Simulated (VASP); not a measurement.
Set up this calculation in VASP 6.6.1, as the native input.

```
Task                   : single point
Functional             : PBEsol
Potentials or basis    : VASP PAW PBE potentials, release 64 (Ga_d, Zn, O, N)
Cutoff                 : 520 eV
k mesh                 : 1 × 1 × 1, shifted
Occupations            : fermi-dirac, width 0.05 eV
Spin                   : no spin polarisation
Dipole correction      : no
Further INCAR settings : LREAL = Auto; ALGO = Normal; EDIFF = 1e-06; NBANDS = 86; ISYM = 0
```

The structure of Zn5Ga3N3O5 lies in POSCAR:

```
Zn5Ga3N3O5
1.0
    6.4287110000      0.0000000000      0.0000000000
    0.0000000000      5.5674270000      0.0000000000
    0.0000000000      0.0000000000      5.2049820000
Ga Zn O N
3 5 5 3
Direct
    0.2628920000      0.1611890000      0.4592600000
    0.0082500000      0.6741600000      0.5167710000
    0.4723700000      0.3135360000      0.0017040000
    0.7463270000      0.1868780000      0.4918020000
    0.4571780000      0.6678520000      0.4816820000
    0.0051780000      0.3306840000      0.0300720000
    0.2212830000      0.8297140000      0.0271890000
    0.7531970000      0.8147230000      0.9937960000
    0.9835920000      0.3402650000      0.3909470000
    0.2652560000      0.8443870000      0.3736010000
    0.9884240000      0.6789170000      0.8640080000
    0.7553940000      0.1857900000      0.8640910000
    0.5086640000      0.6611080000      0.8532280000
    0.5191640000      0.3420930000      0.3726090000
    0.7490100000      0.8517170000      0.3860010000
    0.2444190000      0.1850050000      0.8607890000
```

The input as run:

INCAR

```
SYSTEM = Zn5Ga3N3O5
  PREC = Accurate
  ENCUT = 520
  EDIFF = 1E-6
  ISMEAR = -1
  SIGMA = 0.05
  LREAL = Auto
  LASPH = .True.
  NELM = 60
  ALGO = Normal
  ISIF = 2
  LWAVE = .False.
  LCHARG = .False.
  GGA = PS
  NBANDS = 86
  ISYM = 0
```

KPOINTS

```
Automatic mesh
0
Gamma
  1 1 1
  0.25 0.25 0.25
```

Potentials or basis: VASP PAW PBE potentials, release 64 (Ga_d, Zn, O, N).

Launch:

```bash
$ cat potpaw_PBE.64/Ga_d/POTCAR potpaw_PBE.64/Zn/POTCAR potpaw_PBE.64/O/POTCAR potpaw_PBE.64/N/POTCAR > POTCAR
$ mpirun -np 1 vasp_std > vasp.out
```

It gave:

```json
{
 "Pressure": "6.2 GPa",
 "Largest force": "7.495 eV/Å",
 "Band gap on the k mesh": "1.95 eV, indirect (least direct gap 1.98 eV)"
}
```

Caveat: the k points lie up to 1.21 Å⁻¹ apart; the PAW data sets were made with another functional, which shifts forces and pressure a little.

It took 3.8 min on 1 thread of AMD EPYC 7R13, on a shared host, peak memory 0.26 GiB.
